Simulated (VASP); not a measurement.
# CuO (P6_3/mmc) in VASP: notebook, part 2 of 2

VASP 6.6.1. Earlier steps stand in the parts before.

## Step 4: Single point, PBE (10.28 Å³/atom)

This run uses another cell than the first one, of 10.28 Å³/atom.

INCAR reads:

```
SYSTEM = CuO
  PREC = Accurate
  ENCUT = 520
  EDIFF = 1E-7
  ISMEAR = -1
  SIGMA = 0.05
  LREAL = .False.
  LASPH = .True.
  NELM = 100
  ALGO = Normal
  ISIF = 2
  LWAVE = .False.
  LCHARG = .False.
  GGA = PE
  NBANDS = 25
```

KPOINTS reads:

```
regular mesh
0
Gamma
  10 10 6
  0 0 0
```

POSCAR reads:

```
CuO
1.0
    3.2418927181      0.0000000000      0.0000000000
   -1.6209463590      2.8075614535      0.0000000000
    0.0000000000      0.0000000000      4.5184047708
Cu O
2 2
Direct
    0.0000000000      0.0000000000      0.0000000000
    0.0000000000      0.0000000000      0.5000000000
    0.3333333333      0.6666666667      0.2500000000
    0.6666666667      0.3333333333      0.7500000000
```

Potentials or basis: VASP PAW PBE potentials, release 64 (Cu, O).

Run with:

```bash
> cat potpaw_PBE.64/Cu/POTCAR potpaw_PBE.64/O/POTCAR > POTCAR
> mpirun -np 1 vasp_std > vasp.out
```

OUTCAR:

```text
SYSTEM = CuO
   PREC = Accurate
   ENCUT = 520
   EDIFF = 1E-7
   ISMEAR = -1
   LREAL = .False.
   LASPH = .True.
   NELM = 100
   ISIF = 2
   GGA = PE

 ion  position               nearest neighbor table
   1  0.000  0.000  0.000-   3 2.19   4 2.19   4 2.19   3 2.19   4 2.19   3 2.19   2 2.26   2 2.26

   2  0.000  0.000  0.500-   3 2.19   4 2.19   4 2.19   3 2.19   4 2.19   3 2.19   1 2.26   1 2.26

   3  0.333  0.667  0.250-   1 2.19   2 2.19   1 2.19   2 2.19   1 2.19   2 2.19
   4  0.667  0.333  0.750-   1 2.19   2 2.19   1 2.19   2 2.19   1 2.19   2 2.19

  LATTYP: Found a hexagonal cell.
 ALAT       =     3.2418927181
 C/A-ratio  =     1.3937551806

  Lattice vectors:

 A1 = (   3.2418927181,   0.0000000000,   0.0000000000)
 A2 = (  -1.6209463590,   2.8075614535,   0.0000000000)
 A3 = (   0.0000000000,   0.0000000000,   4.5184047708)

Analysis of symmetry for initial positions (statically):
=====================================================================
 Subroutine PRICEL returns:
 Original cell was already a primitive cell.

 Routine SETGRP: Setting up the symmetry group for a
 hexagonal supercell.

 Subroutine GETGRP returns: Found 24 space group operations
 (whereof 12 operations were pure point group operations)
 out of a pool of 24 trial point group operations.

The static configuration has the point symmetry D_3d.
 The point group associated with its full space group is D_6h.

Analysis of symmetry for dynamics (positions and initial velocities):
=====================================================================
 Subroutine PRICEL returns:
 Original cell was already a primitive cell.

 Routine SETGRP: Setting up the symmetry group for a
 hexagonal supercell.

 Subroutine GETGRP returns: Found 24 space group operations
 (whereof 12 operations were pure point group operations)
 out of a pool of 24 trial point group operations.

[... 121 lines left out ...]
   EFERMI_NEDOS =   21; number of points for ismear=-14 and -15
   IALGO  =     38    algorithm
   IMIX   =      4    mixing-type and parameters
     AMIX     =   0.40;   BMIX     =  1.00
     AMIX_MAG =   1.60;   BMIX_MAG =  1.00
  volume/ion in A,a.u.               =      10.28        69.38
  Fermi-wavevector in a.u.,A,eV,Ry     =   1.536491  2.903548 32.120712  2.360806
  Thomas-Fermi vector in A             =   2.643133
   LORBIT       =      0    0 simple, 1 ext, 2 COOP (PROOUT), +10 PAW based schemes
   GGA     = PE    functional components
   LHFCALC =     F    Hartree Fock is set to
   AEXX    =    0.0000 exact exchange contribution
   IVDW    =     0    specifies the selected vdW correction
   LEPSILON=     F    determine dielectric tensor
   LRPA    =     F    only Hartree local field effects (RPA)
 non-spin polarized calculation
  energy-cutoff  :      520.00
  volume of cell :       41.13
 maximum number of plane-waves:      1132
   NGX = 13   NGY = 13   NGZ = 17

 number of electron      34.0000034 magnetization

 Free energy of the ion-electron system (eV)
  ---------------------------------------------------
  ext. energy  EPLUGINS =         0.00000000
  ---------------------------------------------------
  free energy    TOTEN  =       -18.15674049 eV

  energy without entropy =      -18.12693695  energy(sigma->0) =      -18.14183872

 E-fermi :   4.9528     XC(G=0): -11.8798

 val. band max:        4.9404062328   @ k =   0.2000   0.2000   0.5000
 cond. band min:       4.9674579196   @ k =   0.3000   0.0000   0.0000
 fundamental gap:      0.0270516868
 Fermi energy:         4.9527517209

 k-point     1 :       0.0000    0.0000    0.0000
  band No.  band energies     occupation
      1     -13.7815      2.00000
      2     -12.4081      2.00000
      3      -1.0893      2.00000
      4       0.0251      2.00000
      5       0.0251      2.00000
      6       0.9884      2.00000
[... 661 lines left out ...]
     24      17.3149      0.00000
     25      18.3040      0.00000

 [... further k-points ...]

------------------------ aborting loop because EDIFF is reached ----------------------------------------

  FORCE on cell =-STRESS in cart. coord.  units (eV):
  Direction    XX          YY          ZZ          XY          YZ          ZX
  --------------------------------------------------------------------------------------
  -------------------------------------------------------------------------------------
  Total       -4.3700693     -4.3700693      6.0648317     -0.0000000      0.0000000      0.0000000
  in kB     -170.2495073   -170.2495077    236.2741951     -0.0000000      0.0000000      0.0000000
  external PRESSURE =     -34.7416066 kB  Pullay stress =       0.0000000 kB

 VOLUME and BASIS-vectors are now :
 -----------------------------------------------------------------------------
  energy-cutoff  :      520.00
  volume of cell :       41.13
      direct lattice vectors                 reciprocal lattice vectors
     3.241892718  0.000000000  0.000000000     0.308461780  0.178090492  0.000000000
    -1.620946359  2.807561453  0.000000000     0.000000000  0.356180984  0.000000000
     0.000000000  0.000000000  4.518404771     0.000000000  0.000000000  0.221317047

 POSITION                                       TOTAL-FORCE (eV/Angst)
 -----------------------------------------------------------------------------------
      0.00000      0.00000      0.00000        -0.000000      0.000000      0.000000
      0.00000      0.00000      2.25920        -0.000000      0.000000      0.000000
     -0.00000      1.87171      1.12960         0.000000     -0.000000      0.000000
      1.62095      0.93585      3.38880        -0.000000      0.000000      0.000000
 -----------------------------------------------------------------------------------
    total drift:                               -0.000000      0.000000      0.000000

  FREE ENERGIE OF THE ION-ELECTRON SYSTEM (eV)
  ---------------------------------------------------
  free  energy   TOTEN  =       -18.1567404928 eV

  energy  without entropy=      -18.1269369549  energy(sigma->0) =      -18.14183872
```

OSZICAR:

```text
N       E                     dE             d eps       ncg     rms          rms(c)
DAV:   1     0.293976745460E+03    0.29398E+03   -0.16444E+04  2992   0.215E+03
DAV:   2     0.122510220516E+02   -0.28173E+03   -0.26139E+03  2888   0.397E+02
DAV:   3    -0.227022169094E+02   -0.34953E+02   -0.32704E+02  3428   0.153E+02
DAV:   4    -0.239461791881E+02   -0.12440E+01   -0.12326E+01  3561   0.314E+01
DAV:   5    -0.239635175239E+02   -0.17338E-01   -0.17332E-01  3497   0.337E+00    0.166E+01
DAV:   6    -0.227138167790E+02    0.12497E+01   -0.35991E+01  3997   0.147E+02    0.153E+01
DAV:   7    -0.180899747575E+02    0.46238E+01   -0.10928E+01  3421   0.111E+02    0.251E+00
DAV:   8    -0.182056201808E+02   -0.11565E+00   -0.15017E+00  2881   0.866E+00    0.180E+00
DAV:   9    -0.181625976340E+02    0.43023E-01   -0.43432E-02  4748   0.540E+00    0.849E-01
DAV:  10    -0.181579006181E+02    0.46970E-02   -0.11670E-02  4017   0.130E+00    0.485E-01
DAV:  11    -0.181566091736E+02    0.12914E-02   -0.56747E-03  3753   0.656E-01    0.140E-01
DAV:  12    -0.181566823835E+02   -0.73210E-04   -0.28820E-04  4287   0.325E-01    0.761E-02
DAV:  13    -0.181567388323E+02   -0.56449E-04   -0.19004E-04  4096   0.188E-01    0.620E-03
DAV:  14    -0.181567414782E+02   -0.26459E-05   -0.15674E-05  4064   0.458E-02    0.102E-02
DAV:  15    -0.181567404160E+02    0.10622E-05   -0.17181E-06  4295   0.315E-02    0.147E-03
DAV:  16    -0.181567404928E+02   -0.76885E-07   -0.58553E-07  3165   0.679E-03
   1 F= -.18156740E+02 E0= -.18141839E+02  d E =-.298035E-01
```

stdout:

```text
POSCAR found type information on POSCAR CuO
 POSCAR found :  2 types and       4 ions
 scaLAPACK will be used
 LDA part: xc-table for (Slater+PW92), standard interpolation
 POSCAR, INCAR and KPOINTS ok, starting setup
 FFT: planning ... GRIDC
 FFT: planning ... GRID_SOFT
 FFT: planning ... GRID
 WAVECAR not read
 entering main loop
```

Run time: 35 s. Hardware: 1 thread of AMD EPYC 9R45 (Zen 5), shared host; peak memory 0.15 GiB.

What came out:

```
Free energy            : -18.1567 eV
Pressure               : -3.5 GPa
Band gap on the k mesh : zero (bands 17 and 18 overlap by 1.05 eV)
```

Caveat: the cell stands under tension; semilocal functionals often make such compounds metallic where correlation or magnetic order opens a gap, which also shifts bond lengths. With open d or f shells a metallic result of PBE can be an artefact of self-interaction; +U or a hybrid may open a gap.

## Step 5: Overview

```tsv
cell	gap on the mesh (eV)	pressure (GPa)
a = 3.201, b = 3.201, c = 4.461 Å, angles 90.0, 90.0, 120.0°, 4 atoms	none	2.8
a = 3.221, b = 3.221, c = 4.490 Å, angles 90.0, 90.0, 120.0°, 4 atoms	none	-0.5
a = 3.242, b = 3.242, c = 4.518 Å, angles 90.0, 90.0, 120.0°, 4 atoms	none	-3.5
```

Alike in all rows: task single point; level PBE; potentials or basis VASP PAW PBE potentials, release 64 (Cu, O); no spin polarisation; k mesh 10 × 10 × 6; cutoff (eV) 520; smearing fermi-dirac 0.05 eV.

Caveats: semilocal functionals often make such compounds metallic where correlation or magnetic order opens a gap, which also shifts bond lengths; the cell stands under tension (at least some runs).

Total energies depend on the potentials used, so only differences within one code and one set of settings carry meaning.
